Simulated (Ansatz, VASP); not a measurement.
One calculation of Se, two programs

```
CELL_PARAMETERS angstrom
1.41713 -4.10523 0.00000
1.41713 4.10523 0.00000
0.00000 0.00000 4.68907
ATOMIC_POSITIONS crystal
Se 0.93566 0.06434 0.25000
Se 0.06434 0.93566 0.75000
```

Alike in both runs: task single point; functional PBEsol; k mesh 8 × 8 × 4; occupations fermi-dirac, width 0.05 eV; no spin polarisation.

|  | VASP | Ansatz |
| --- | --- | --- |
| version | VASP 6.6.1 | Ansatz 0.2.0 |
| potentials or method | VASP PAW PBE potentials, release 64 (Se), cutoff 520 eV | plane waves, PAW |
| valence electrons in the cell | 12 | 32 |

|  | VASP | Ansatz | Ansatz less VASP |
| --- | --- | --- | --- |
| pressure (GPa) | -3.1 | -3.2 | -0.07 |
| traceless stress, the component that is largest in VASP (GPa) | 1.50 | 1.57 | +0.064 |

VASP's potentials were made for PBE, not for PBEsol. VASP's potentials hold 12 valence electrons a cell and Ansatz's 32, so a difference there can come from the potentials and not from the codes.
